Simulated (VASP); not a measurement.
# Sr2Li3Mo (P-3m1) in VASP: further runs, part 2 of 2

VASP 6.6.1. The steps go on from the part before.

## Step 3: Single point, PBE

This run uses another cell than the first one, of 20.30 Å³/atom.

INCAR

```
SYSTEM = Sr2Li3Mo
PREC = Accurate ; ENCUT = 520
EDIFF = 1E-6 ; ISMEAR = 0
SIGMA = 0.1 ; LREAL = .False.
LASPH = .True. ; NELM = 60
ALGO = Normal ; ISIF = 2
LWAVE = .False. ; LCHARG = .False.
GGA = PE ; NBANDS = 30
```

KPOINTS

```
Automatic mesh
0
Gamma
  6 6 4
  0 0 0
```

POSCAR

```
Sr2Li3Mo
1.0
    4.4550956400      0.0000000000      0.0000000000
   -2.2275478200      3.8582260000      0.0000000000
    0.0000000000      0.0000000000      7.0869070600
Li Sr Mo
3 2 1
Direct
    0.6666666700      0.3333333300      0.3520774200
    0.3333333300      0.6666666700      0.6479225800
    0.0000000000      0.0000000000      0.5000000000
    0.6666666700      0.3333333300      0.7472822100
    0.3333333300      0.6666666700      0.2527177900
    0.0000000000      0.0000000000      0.0000000000
```

Potentials or basis: VASP PAW PBE potentials, release 64 (Li_sv, Sr_sv, Mo_sv).

Command:

```console
cat potpaw_PBE.64/Li_sv/POTCAR potpaw_PBE.64/Sr_sv/POTCAR potpaw_PBE.64/Mo_sv/POTCAR > POTCAR
mpirun -np 1 vasp_std > vasp.out
```

OUTCAR:

```text
SYSTEM = Sr2Li3Mo
   PREC = Accurate
   ENCUT = 520
   EDIFF = 1E-6
   ISMEAR = 0
   LREAL = .False.
   LASPH = .True.
   NELM = 60
   ISIF = 2
   GGA = PE

 ion  position               nearest neighbor table
   1  0.667  0.333  0.352-   5 2.67   5 2.67   5 2.67   4 2.80
   2  0.333  0.667  0.648-   4 2.67   4 2.67   4 2.67   5 2.80
   3  0.000  0.000  0.500-   4 3.11   5 3.11   5 3.11   4 3.11   4 3.11   5 3.11
   4  0.667  0.333  0.747-   2 2.67   2 2.67   2 2.67   1 2.80   3 3.11   3 3.11   3 3.11   6 3.13
                             6 3.13   6 3.13   5 4.35   5 4.35   5 4.35   5 4.41   5 4.41   5 4.41
   5  0.333  0.667  0.253-   1 2.67   1 2.67   1 2.67   2 2.80   3 3.11   3 3.11   3 3.11   6 3.13
[... 1000 lines left out ...]
  Total        8.7282130      8.7282130      3.8996203      0.0000000      0.0000000      0.0000000
  in kB      114.7980431    114.7980430     51.2898552      0.0000000      0.0000000      0.0000000
  external PRESSURE =      93.6286471 kB  Pullay stress =       0.0000000 kB

 VOLUME and BASIS-vectors are now :
 -----------------------------------------------------------------------------
  energy-cutoff  :      520.00
  volume of cell :      121.82
      direct lattice vectors                 reciprocal lattice vectors
     4.455095640  0.000000000  0.000000000     0.224462072  0.129593238  0.000000000
    -2.227547820  3.858226000  0.000000000     0.000000000  0.259186476  0.000000000
     0.000000000  0.000000000  7.086907060     0.000000000  0.000000000  0.141105279

 POSITION                                       TOTAL-FORCE (eV/Angst)
 -----------------------------------------------------------------------------------
      2.22755      1.28608      2.49514        -0.000000     -0.000000     -0.670825
     -0.00000      2.57215      4.59177        -0.000000      0.000000      0.670825
      0.00000      0.00000      3.54345         0.000000      0.000000     -0.000000
      2.22755      1.28608      5.29592         0.000000     -0.000000      2.068380
     -0.00000      2.57215      1.79099         0.000000      0.000000     -2.068380
      0.00000      0.00000      0.00000         0.000000      0.000000     -0.000000
 -----------------------------------------------------------------------------------
    total drift:                               -0.000000      0.000000      0.000000

  FREE ENERGIE OF THE ION-ELECTRON SYSTEM (eV)
  ---------------------------------------------------
  free  energy   TOTEN  =       -13.0686393445 eV

  energy  without entropy=      -13.0232099027  energy(sigma->0) =      -13.04592462
```

OSZICAR:

```text
N       E                     dE             d eps       ncg     rms          rms(c)
DAV:   1     0.340254007757E+03    0.34025E+03   -0.20478E+04  1440   0.141E+03
DAV:   2     0.172252021661E+02   -0.32303E+03   -0.31437E+03  1522   0.384E+02
DAV:   3    -0.133616482442E+02   -0.30587E+02   -0.29646E+02  2704   0.778E+01
DAV:   4    -0.162877658874E+02   -0.29261E+01   -0.28859E+01  2114   0.238E+01
[... 12 lines left out ...]
DAV:  17    -0.130686456272E+02    0.27125E-03   -0.19177E-03  2070   0.683E-02    0.416E-02
DAV:  18    -0.130686430471E+02    0.25802E-05   -0.38065E-05  1866   0.201E-02    0.326E-02
DAV:  19    -0.130686406729E+02    0.23741E-05   -0.14855E-06  1266   0.589E-03    0.235E-02
DAV:  20    -0.130686392562E+02    0.14168E-05   -0.98868E-06  1284   0.795E-03    0.775E-03
DAV:  21    -0.130686393445E+02   -0.88282E-07   -0.92475E-07   930   0.441E-03
   1 F= -.13068639E+02 E0= -.13045925E+02  d E =-.454294E-01
```

stdout:

```text
POSCAR found type information on POSCAR LiSrMo
 POSCAR found :  3 types and       6 ions
 scaLAPACK will be used
 LDA part: xc-table for (Slater+PW92), standard interpolation
 POSCAR, INCAR and KPOINTS ok, starting setup
 FFT: planning ... GRIDC
 FFT: planning ... GRID_SOFT
 FFT: planning ... GRID
 WAVECAR not read
 entering main loop
```

It took 92 s on 1 thread of Intel Xeon 6975P-C (Granite Rapids), shared host; peak memory 0.29 GiB.

Results:

- Free energy: -13.0686 eV
- Largest force: 2.068 eV/Å
- Band gap on the k mesh: zero (an odd number of electrons rules out a gap without spin polarisation)

Forces on the atoms (eV/Å):
```
Li   0.000  0.000 -0.671
Li   0.000  0.000  0.671
Li   0.000  0.000  0.000
Sr   0.000  0.000  2.068
Sr   0.000  0.000 -2.068
Mo   0.000  0.000  0.000
```

Levels at points of the mesh, in eV from the Fermi level:
| k point | band 18 | band 19 | band 20 | band 21 | band 22 | band 23 | band 24 | band 25 |
| --- | --- | --- | --- | --- | --- | --- | --- | --- |
| (0.00, 0.00, 0.00) | -1.22 | -0.61 | -0.61 | -0.49 | -0.49 | -0.34 | 0.92 | 0.92 |
| (0.50, 0.00, 0.00) | -1.47 | -0.30 | -0.11 | -0.05 | 0.28 | 0.45 | 0.57 | 0.71 |
| (0.00, 0.00, 0.50) | -0.97 | -0.71 | -0.71 | -0.40 | -0.40 | 0.22 | 1.08 | 1.08 |
| (0.50, 0.00, 0.50) | -1.51 | -0.76 | -0.13 | 0.04 | 0.17 | 0.23 | 0.76 | 1.06 |

Caveat: the cutoff is under 1.25 times the usual one of these potentials, so pressure, stress and relaxed cells hold a basis-set (Pulay) error; forces of over 1 eV/Å act on the atoms, so gaps and moduli don't describe the material at rest.

## Step 4: Relaxation of cell and atoms, PBE

This run uses another cell than the first one, of 20.30 Å³/atom.

INCAR

```
SYSTEM = Sr2Li3Mo
PREC = Accurate
ENCUT = 600
EDIFF = 1E-7
ISMEAR = 0
SIGMA = 0.1
LREAL = .FALSE.
LASPH = .TRUE.
NELM = 100
ALGO = Normal
ISIF = 3
LWAVE = .FALSE.
LCHARG = .FALSE.
GGA = PE
IBRION = 2
NSW = 90
EDIFFG = -0.04
```

KPOINTS

```
regular mesh
0
G
  6 6 4
  0 0 0
```

POSCAR is that of step 3.

Command:

```console
cat potpaw_PBE.64/Li_sv/POTCAR potpaw_PBE.64/Sr_sv/POTCAR potpaw_PBE.64/Mo_sv/POTCAR > POTCAR
mpirun -np 1 vasp_std > vasp.out
```

It took 12 min on 1 thread of Intel Xeon 6975P-C (Granite Rapids), shared host; peak memory 0.33 GiB.

The run converged. Its results:

```yaml
Free_energy: -15.8777 eV
Relaxed_volume: 26.59 Å³/atom
Relaxed_cell: a = 5.296 Å, b = 5.296 Å, c = 6.569 Å, α = 90.00°, β = 90.00°, γ = 120.00°
Space_group_after_relaxing_to_0.1_Å: P-3m1 (No. 164)
Energy_gained_by_relaxing: 468.1 meV/atom
Ionic_steps: 13
Pressure_after_relaxing: 0.0 GPa
Largest_force_after_relaxing: 0.039 eV/Å
Band_gap_on_the_k_mesh: zero (an odd number of electrons rules out a gap without spin polarisation)
```

Forces in eV/Å, atoms in the order of the input:
```
Li   0.000  0.000 -0.028
Li   0.000  0.000  0.028
Li   0.000  0.000  0.000
Sr   0.000  0.000 -0.039
Sr   0.000  0.000  0.039
Mo   0.000  0.000  0.000
```

Stress tensor (GPa, compression positive):
```
 0.04  0.00  0.00
 0.00  0.04  0.00
 0.00  0.00 -0.14
```

The path:
```csv
step,energy change (eV),largest force (eV/Å),pressure (GPa),volume (Å³)
1,0.0000,2.0677,9.34,121.82
2,-1.3278,1.4869,3.13,143.83
3,-1.8798,1.1078,-1.07,170.12
4,-1.9006,1.0523,-1.69,175.74
5,-2.2351,0.8997,-1.40,171.41
6,-2.7761,0.2052,0.07,157.24
7,-2.7767,0.2215,0.01,157.65
8,-2.7964,0.1327,0.18,157.43
9,-2.8016,0.0648,0.33,157.24
10,-2.8050,0.0530,-0.11,160.07
11,-2.8050,0.0539,-0.07,159.86
12,-2.8061,0.0470,-0.06,159.79
13,-2.8086,0.0391,-0.02,159.57
```

Final structure:
```cif
data_structure
_symmetry_space_group_name_H-M 'P 1'
_symmetry_Int_Tables_number 1
_cell_length_a 5.2963
_cell_length_b 5.2963
_cell_length_c 6.5685
_cell_angle_alpha 90.000
_cell_angle_beta 90.000
_cell_angle_gamma 120.000
_cell_volume 159.57
loop_
_atom_site_label
_atom_site_type_symbol
_atom_site_fract_x
_atom_site_fract_y
_atom_site_fract_z
_atom_site_occupancy
Li1 Li 0.66667 0.33333 0.31638 1
Li2 Li 0.33333 0.66667 0.68362 1
Li3 Li 0.00000 0.00000 0.50000 1
Sr1 Sr 0.66667 0.33333 0.82674 1
Sr2 Sr 0.33333 0.66667 0.17326 1
Mo1 Mo 0.00000 0.00000 0.00000 1
```

Levels at points of the mesh, in eV from the Fermi level:
```
           k point  band 19  band 20  band 21  band 22  band 23  band 24
(0.00, 0.00, 0.00)    -0.57    -0.57     0.00     0.00     0.59     0.83
(0.50, 0.00, 0.00)    -0.69    -0.26    -0.11     0.06     0.44     0.86
(0.00, 0.00, 0.50)    -0.71    -0.13    -0.02    -0.02     0.54     0.77
(0.50, 0.00, 0.50)    -0.75    -0.57    -0.40    -0.14    -0.04     0.28
```

Caveat: the cutoff is under 1.25 times the usual one of these potentials, so pressure, stress and relaxed cells hold a basis-set (Pulay) error; the volume moved by over 15 % at a fixed basis, so the end points are rough.

## Step 5: Single point, PBE, collinear spin

INCAR

```
  PREC = Accurate
  ENCUT = 520
  EDIFF = 1E-6
  ISMEAR = 0
  SIGMA = 0.1
  LREAL = F
  LASPH = T
  NELM = 150
  ALGO = Normal
  ISIF = 2
  LWAVE = F
  LCHARG = F
  ISPIN = 2
  MAGMOM = 0 0 0 0 0 1
  LORBIT = 11
  LMAXMIX = 4
  GGA = PE
  NBANDS = 34
```

KPOINTS

```
regular mesh
0
Gamma
  6 6 4
```

POSCAR

```
Sr2Li3Mo
1.0
    5.3230022661      0.0000000000      0.0000000000
   -2.6615011330      4.6098551868      0.0000000000
    0.0000000000      0.0000000000      6.5754044251
Li Sr Mo
3 2 1
Direct
    0.6666666667      0.3333333333      0.3119521183
    0.3333333333      0.6666666667      0.6880478817
    0.0000000000      0.0000000000      0.5000000000
    0.6666666667      0.3333333333      0.8245783484
    0.3333333333      0.6666666667      0.1754216516
    0.0000000000      0.0000000000      0.0000000000
```

Command:

```console
cat potpaw_PBE.64/Li_sv/POTCAR potpaw_PBE.64/Sr_sv/POTCAR potpaw_PBE.64/Mo_sv/POTCAR > POTCAR
mpirun -np 1 vasp_std > vasp.out
```

Run time: 3.6 min. Hardware: 1 thread of Intel Xeon 6975P-C (Granite Rapids), shared host; peak memory 0.44 GiB.

Results (log left out):

| Item | Value |
| --- | --- |
| Free energy | -16.5398 eV |
| Largest force | 0.260 eV/Å |
| Net moment | 2.64 μB per cell |
| Site moments | Li -0.02, -0.00 (each value once); Sr +0.00; Mo +2.47 μB |
| Valence electrons inside the program's atomic spheres | Li 2.08, 2.07 (each value once); Sr 8.04; Mo 12.23 |

Forces on the atoms (eV/Å):
```
Li   0.000  0.000  0.084
Li   0.000  0.000 -0.084
Li   0.000  0.000  0.000
Sr   0.000  0.000 -0.260
Sr   0.000  0.000  0.260
Mo   0.000  0.000  0.000
```

Levels at points of the mesh, in eV from the Fermi level:
Spin up:
```csv
k point,band 19,band 20,band 21,band 22,band 23,band 24,band 25,band 26,band 27,band 28
"(0.00, 0.00, 0.00)",-1.23,-1.12,-1.12,-0.91,0.07,0.58,0.58,2.37,2.37,3.00
"(0.50, 0.00, 0.00)",-1.46,-1.21,-1.15,-0.81,0.23,0.78,0.91,0.97,1.67,2.34
"(0.00, 0.00, 0.50)",-1.31,-1.15,-1.15,-1.10,0.52,0.57,0.57,2.49,2.49,3.29
"(0.50, 0.00, 0.50)",-1.49,-1.16,-1.13,-0.98,-0.69,-0.13,1.42,1.51,1.95,2.34
```
Spin down:
```
           k point  band 17  band 18  band 19  band 20  band 21  band 22  band 23  band 24
(0.00, 0.00, 0.00)    -0.82    -0.75    -0.37    -0.37     0.74     0.74     0.80     0.80
(0.50, 0.00, 0.00)    -1.97    -0.95    -0.36     0.25     0.37     0.39     0.70     0.86
(0.00, 0.00, 0.50)    -2.57    -0.55    -0.55     0.38     0.50     0.66     0.66     0.76
(0.50, 0.00, 0.50)    -1.52    -1.19    -0.76    -0.49    -0.25     0.49     0.75     0.77
```

Caveat: the cutoff is under 1.25 times the usual one of these potentials, so pressure, stress and relaxed cells hold a basis-set (Pulay) error.

## Step 6: Overview

| task | spin | cell | cutoff (eV) | gap on the mesh (eV) | largest force (eV/Å) |
| --- | --- | --- | --- | --- | --- |
| single point | off | a = 5.323, b = 5.323, c = 6.575 Å, angles 90.0, 90.0, 120.0°, 6 atoms, atomic positions A | 520 | none | 0.02 |
| single point | off | a = 4.455, b = 4.455, c = 7.087 Å, angles 90.0, 90.0, 120.0°, 6 atoms, atomic positions B | 520 | none | 2.07 |
| relaxation of cell and atoms | off | relaxed from a = 4.455, b = 4.455, c = 7.087 Å, angles 90.0, 90.0, 120.0°, 6 atoms, atomic positions B | 600 | none | 0.04 |
| single point | collinear | a = 5.323, b = 5.323, c = 6.575 Å, angles 90.0, 90.0, 120.0°, 6 atoms, atomic positions A | 520 | none | 0.26 |

Alike in all rows: level PBE; potentials or basis VASP PAW PBE potentials, release 64 (Li_sv, Sr_sv, Mo_sv); k mesh 6 × 6 × 4; smearing gaussian 0.1 eV.

Caveats: the cutoff is under 1.25 times the usual one of these potentials, so pressure, stress and relaxed cells hold a basis-set (Pulay) error; forces of over 1 eV/Å act on the atoms, so gaps and moduli don't describe the material at rest (at least some runs); the volume moved by over 15 % at a fixed basis, so the end points are rough (at least some runs).

Total energies depend on the potentials used, so only differences within one code and one set of settings carry meaning.
